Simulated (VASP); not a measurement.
# CsSnI3 (P1) in VASP: density of states with LDA

Aim: the density of states of CsSnI3 with LDA.

Everything below comes from runs of VASP 6.6.1. Logs are shortened: lines on timing, memory, paths and dates and some standing lists are left out, and cuts for length are marked.

### Step 1. The cell of the first run

The typed cell holds 5 atoms: a = 6.190 Å, b = 6.285 Å, c = 6.258 Å, α = 89.92°, β = 89.09°, γ = 88.52°.

### Step 2. Density of states, LDA

POSCAR

```
CsSnI3
1.0
    6.1903010000      0.0000000000      0.0000000000
    0.1623115625      6.2832909129      0.0000000000
    0.0992836338      0.0056933553      6.2574158152
Cs Sn I
1 1 3
Direct
    0.9863000000      0.9974800000      0.0064400000
    0.5045300000      0.5088900000      0.4946600000
    0.9965400000      0.4935900000      0.4994800000
    0.4939400000      0.0047600000      0.5095300000
    0.5160100000      0.5004600000      0.0057700000
```

INCAR.step1

```
ALGO     = Normal         # electronic algorithm
EDIFF    = 1E-7           # SCF threshold, eV
ENCUT    = 520            # plane-wave cutoff, eV
ISIF     = 2              # what is computed and relaxed
ISMEAR   = 0              # smearing method
LASPH    = T              # aspherical terms in the spheres
LCHARG   = T              # write CHGCAR
LREAL    = F              # projectors in reciprocal space
LWAVE    = F              # write WAVECAR
NBANDS   = 30             # bands
NELM     = 100            # most SCF steps
PREC     = Accurate       # precision mode
SIGMA    = 0.01           # smearing width, eV
```

KPOINTS.step1

```
k-points
0
Gamma
  2 2 2
```

INCAR.step2

```
ALGO     = Normal         # electronic algorithm
EDIFF    = 1E-7           # SCF threshold, eV
ENCUT    = 520            # plane-wave cutoff, eV
ICHARG   = 11             # starting density
ISIF     = 2              # what is computed and relaxed
ISMEAR   = 0              # smearing method
LASPH    = T              # aspherical terms in the spheres
LCHARG   = F              # write CHGCAR
LORBIT   = 10             # projections on sites
LREAL    = F              # projectors in reciprocal space
LWAVE    = F              # write WAVECAR
NBANDS   = 30             # bands
NEDOS    = 2001           # points of the DOS
NELM     = 100            # most SCF steps
PREC     = Accurate       # precision mode
SIGMA    = 0.01           # smearing width, eV
```

KPOINTS.step2

```
k-points
0
Gamma
  3 3 3
```

Potentials or basis: VASP PAW LDA potentials, release 64 (Cs_sv, Sn_d, I).

Launch:

```sh
cat potpaw_LDA.64/Cs_sv/POTCAR potpaw_LDA.64/Sn_d/POTCAR potpaw_LDA.64/I/POTCAR > POTCAR
cp INCAR.step1 INCAR
cp KPOINTS.step1 KPOINTS
mpirun -np 1 vasp_std > vasp.out
cp INCAR.step2 INCAR
cp KPOINTS.step2 KPOINTS
mpirun -np 1 vasp_std > vasp.out
```

OUTCAR:

```text
EDIFF = 1E-7
   ENCUT = 520
   ICHARG = 11
   ISIF = 2
   ISMEAR = 0
   LASPH = T
   LORBIT = 10
   LREAL = F
   NELM = 100
   PREC = Accurate

 ion  position               nearest neighbor table
   1  0.986  0.997  0.006-
   2  0.505  0.509  0.495-   3 3.05   5 3.06   4 3.12   3 3.15   4 3.17   5 3.20
   3  0.997  0.494  0.499-   2 3.05   2 3.15
   4  0.494  0.005  0.510-   2 3.12   2 3.17
   5  0.516  0.500  0.006-   2 3.06   2 3.20

  Warning from LATTYP: Got some problem with cell dimensions!
  Tried to take original basis but could not verify dimensions!
  LATTYP: Found a triclinic cell.
 ALAT       =     6.2582060000
 B/A-ratio  =     1.4163529508
 C/A-ratio  =     1.7050155773
 COS(alpha) =     0.0005203470
 COS(beta)  =     0.5780782587
 COS(gamma) =     0.7051033082

  Lattice vectors:

 A1 = (  -0.0992836338,  -0.0056933553,  -6.2574158152)
 A2 = (   0.0630279287,   6.2775975576,  -6.2574158152)
 A3 = (   5.9287058037,  -6.2889842682,  -6.2574158152)

Analysis of symmetry for initial positions (statically):
=====================================================================
 Subroutine PRICEL returns:
 Original cell was already a primitive cell.

 Routine SETGRP: Setting up the symmetry group for a
 triclinic supercell.

 Subroutine GETGRP returns: Found  1 space group operations
 (whereof  1 operations were pure point group operations)
 out of a pool of  2 trial point group operations.

The static configuration has the point symmetry C_1 .

Analysis of symmetry for dynamics (positions and initial velocities):
=====================================================================
 Subroutine PRICEL returns:
 Original cell was already a primitive cell.

 Routine SETGRP: Setting up the symmetry group for a
 triclinic supercell.

 Subroutine GETGRP returns: Found  1 space group operations
 (whereof  1 operations were pure point group operations)
 out of a pool of  2 trial point group operations.

The dynamic configuration has the point symmetry C_1 .

 Subroutine INISYM returns: Found  1 space group operations
 (whereof  1 operations are pure point group operations),
 and found     1 'primitive' translations

----------------------------------------------------------------------------------------

                                     Primitive cell

  volume of cell :     243.3851

  direct lattice vectors                    reciprocal lattice vectors
     6.190301000  0.000000000  0.000000000     0.161543033 -0.004173021 -0.002559335
     0.162311563  6.283290913  0.000000000     0.000000000  0.159152268 -0.000144806
     0.099283634  0.005693355  6.257415815     0.000000000  0.000000000  0.159810380

  length of vectors
     6.190301000  6.285387000  6.258206000     0.161617189  0.159152334  0.159810380

  position of ions in fractional coordinates (direct lattice)
     0.986300000  0.997480000  0.006440000
     0.504530000  0.508890000  0.494660000
     0.996540000  0.493590000  0.499480000
     0.493940000  0.004760000  0.509530000
     0.516010000  0.500460000  0.005770000

  ion indices of the primitive-cell ions
   primitive index   ion index
                 1           1
                 2           2
                 3           3
                 4           4
                 5           5

----------------------------------------------------------------------------------------

 KPOINTS: k-points

Automatic generation of k-mesh.
 Grid dimensions read from file:
 generate k-points for:    3    3    3

 Generating k-lattice:

  Cartesian coordinates                     Fractional coordinates (reciprocal lattice)
     0.053847678 -0.001391007 -0.000853112     0.333333333 -0.000000000  0.000000000
     0.000000000  0.053050756 -0.000048269     0.000000000  0.333333333 -0.000000000
     0.000000000  0.000000000  0.053270127     0.000000000  0.000000000  0.333333333

  Length of vectors
     0.053872396  0.053050778  0.053270127

  Shift w.r.t. Gamma in fractional coordinates (k-lattice)
     0.000000000  0.000000000  0.000000000

 Subroutine IBZKPT returns following result:
 ===========================================

 Found     14 irreducible k-points:

 Following reciprocal coordinates:
            Coordinates               Weight
  0.000000  0.000000  0.000000      1.000000
  0.333333 -0.000000  0.000000      2.000000
  0.000000  0.333333  0.000000      2.000000
  0.333333  0.333333  0.000000      2.000000
 -0.333333  0.333333  0.000000      2.000000
  0.000000  0.000000  0.333333      2.000000
  0.333333 -0.000000  0.333333      2.000000
 -0.333333  0.000000  0.333333      2.000000
  0.000000  0.333333  0.333333      2.000000
  0.333333  0.333333  0.333333      2.000000
 -0.333333  0.333333  0.333333      2.000000
  0.000000 -0.333333  0.333333      2.000000
  0.333333 -0.333333  0.333333      2.000000
 -0.333333 -0.333333  0.333333      2.000000
   k-points           NKPTS =     14   k-points in BZ     NKDIM =     14   number of bands    NBANDS=     30
   number of dos      NEDOS =   2001   number of ions     NIONS =      5
   total plane-waves  NPLWV = 110592
   dimension x,y,z NGX =    48 NGY =   48 NGZ =   48
   dimension x,y,z NGXF=    96 NGYF=   96 NGZF=   96
   ions per type =               1   1   3
   NGX,Y,Z   is equivalent  to a cutoff of  12.89, 12.70, 12.75 a.u.
   NGXF,Y,Z  is equivalent  to a cutoff of  25.78, 25.39, 25.50 a.u.
 SYSTEM =  unknown system
   PREC   = accura    normal or accurate (medium, high low for compatibility)
   ISTART =      0    job   : 0-new  1-cont  2-samecut
   ICHARG =     11    charge: 1-file 2-atom 10-const
   ISPIN  =      1    spin polarized calculation?
   LNONCOLLINEAR =      F non collinear calculations
   LSORBIT =      F    spin-orbit coupling
   LASPH  =      T    aspherical Exc in radial PAW
   ENCUT  =  520.0 eV  38.22 Ry    6.18 a.u.  11.51 11.69 11.64*2*pi/ulx,y,z
   NELM   =    100;   NELMIN=  2; NELMDL=  0     # of ELM steps
   EDIFF  = 0.1E-06   stopping-criterion for ELM
   LREAL  =      F    real-space projection
   EDIFFG = 0.1E-05   stopping-criterion for IOM
   NSW    =      0    number of steps for IOM
   IBRION =     -1    ionic relax: 0-MD 1-quasi-New 2-CG
   NFREE  =      0    steps in history (QN), initial steepest desc. (CG)
   ISIF   =      2    stress and relaxation
   ISYM   =      2    0-nonsym 1-usesym 2-fastsym
   POTIM  = 0.5000    time-step for ionic-motion
   TEBEG  =    0.0;   TEEND  =   0.0 temperature during run
   PSTRESS=    0.0 pullay stress
   NELECT =      44.0000    total number of electrons
   NUPDOWN=      -1.0000    fix difference up-down
   EMIN   =  10.00;   EMAX   =-10.00  energy-range for DOS
   EFERMI =   0.00;   METHOD = LEGACY
   ISMEAR =     0;   SIGMA  =   0.01  broadening in eV -4-tet -1-fermi 0-gaus
   EFERMI_NEDOS =   21; number of points for ismear=-14 and -15
   IALGO  =     38    algorithm
   IMIX   =      4    mixing-type and parameters
     AMIX     =   0.40;   BMIX     =  1.00
     AMIX_MAG =   1.60;   BMIX_MAG =  1.00
  volume/ion in A,a.u.               =      48.68       328.49
  Fermi-wavevector in a.u.,A,eV,Ry     =   0.925680  1.749282 11.658618  0.856884
  Thomas-Fermi vector in A             =   2.051561
   LORBIT       =     10    0 simple, 1 ext, 2 COOP (PROOUT), +10 PAW based schemes
   GGA     = CA    functional components
   LHFCALC =     F    Hartree Fock is set to
   AEXX    =    0.0000 exact exchange contribution
   IVDW    =     0    specifies the selected vdW correction
   LEPSILON=     F    determine dielectric tensor
   LRPA    =     F    only Hartree local field effects (RPA)
 non-spin polarized calculation
 Gauss-broadening in eV      SIGMA  =   0.01
  energy-cutoff  :      520.00
  volume of cell :      243.39
 maximum number of plane-waves:      6575
 NGX is ok and might be reduce to    48

 number of electron      44.0000005 magnetization

 Free energy of the ion-electron system (eV)
  ---------------------------------------------------
  ext. energy  EPLUGINS =         0.00000000
  ---------------------------------------------------
  free energy    TOTEN  =       -16.18860510 eV

  energy without entropy =      -16.18860510  energy(sigma->0) =      -16.18860510

 E-fermi :   0.9590     XC(G=0):  -7.8029

 val. band max:        0.9139864843   @ k =   0.3333  -0.3333   0.3333
 cond. band min:       3.7624099679   @ k =   0.3333   0.3333   0.3333
 fundamental gap:      2.8484234837
 Fermi energy:         0.9589862956

 k-point     1 :       0.0000    0.0000    0.0000
  band No.  band energies     occupation
      1     -19.7417      2.00000
      2     -19.7387      2.00000
      3     -19.7175      2.00000
      4     -19.7144      2.00000
      5     -19.7122      2.00000
      6     -19.6631      2.00000
[... 22 lines left out ...]
     29       6.8050      0.00000
     30       6.8923      0.00000

 k-point     2 :       0.3333   -0.0000    0.0000
  band No.  band energies     occupation
      1     -19.7409      2.00000
      2     -19.7384      2.00000
      3     -19.7176      2.00000
      4     -19.7145      2.00000
      5     -19.7123      2.00000
      6     -19.6627      2.00000
[... 22 lines left out ...]
     29       6.5301      0.00000
     30       7.0154      0.00000

 k-point     3 :       0.0000    0.3333    0.0000
  band No.  band energies     occupation
      1     -19.7417      2.00000
      2     -19.7378      2.00000
      3     -19.7176      2.00000
      4     -19.7145      2.00000
      5     -19.7122      2.00000
      6     -19.6628      2.00000
[... 352 lines left out ...]
     29       6.7556      0.00000
     30       7.5146      0.00000

 k-point    14 :      -0.3333   -0.3333    0.3333
  band No.  band energies     occupation
      1     -19.7401      2.00000
      2     -19.7373      2.00000
      3     -19.7177      2.00000
      4     -19.7146      2.00000
      5     -19.7124      2.00000
      6     -19.6622      2.00000
[... 22 lines left out ...]
     29       6.7429      0.00000
     30       7.4871      0.00000

------------------------ aborting loop because EDIFF is reached ----------------------------------------

  FORCE on cell =-STRESS in cart. coord.  units (eV):
  Direction    XX          YY          ZZ          XY          YZ          ZX
  --------------------------------------------------------------------------------------
  -------------------------------------------------------------------------------------
  Total       -3.2442026     -3.7593804     -3.6803927     -0.2345895      0.0085378     -0.1084914
  in kB      -21.3562305    -24.7475893    -24.2276219     -1.5442773      0.0562031     -0.7141868
  external PRESSURE =     -23.4438139 kB  Pullay stress =       0.0000000 kB

 VOLUME and BASIS-vectors are now :
 -----------------------------------------------------------------------------
  energy-cutoff  :      520.00
  volume of cell :      243.39
      direct lattice vectors                 reciprocal lattice vectors
     6.190301000  0.000000000  0.000000000     0.161543033 -0.004173021 -0.002559335
     0.162311563  6.283290913  0.000000000     0.000000000  0.159152268 -0.000144806
     0.099283634  0.005693355  6.257415815     0.000000000  0.000000000  0.159810380

 POSITION                                       TOTAL-FORCE (eV/Angst)
 -----------------------------------------------------------------------------------
      6.26804      6.26749      0.04030        -0.014336     -0.001661     -0.000736
      3.25490      3.20032      3.09529        -0.031764     -0.016716      0.037072
      6.29859      3.10421      3.12545         0.067127      0.046415     -0.000944
      3.10900      0.03281      3.18834         0.022171     -0.058963     -0.027794
      3.27606      3.14457      0.03611        -0.043197      0.030924     -0.007598
 -----------------------------------------------------------------------------------
    total drift:                               -0.006354      0.004052      0.002493

  FREE ENERGIE OF THE ION-ELECTRON SYSTEM (eV)
  ---------------------------------------------------
  free  energy   TOTEN  =       -16.1886051014 eV

  energy  without entropy=      -16.1886051014  energy(sigma->0) =      -16.18860510

 total charge

# of ion       s       p       d       tot
------------------------------------------
    1        1.825   4.686   0.013   6.523
    2        1.398   0.734   9.984  12.116
    3        1.515   2.729   0.012   4.256
    4        1.513   2.724   0.010   4.248
    5        1.514   2.730   0.011   4.255
--------------------------------------------------
tot          7.764  13.603  10.030  31.397
```

Run time: 48 s. Hardware: 1 thread of Intel Xeon 6975P-C (Granite Rapids), shared host; peak memory 0.29 GiB.

What came out:

* Valence electrons inside the program's atomic spheres: Cs 6.52; Sn 12.12; I 4.26, 4.25

Caveat: the k points lie up to 0.51 Å⁻¹ apart; spin-orbit coupling is left out, which moves the levels of the heavy elements.
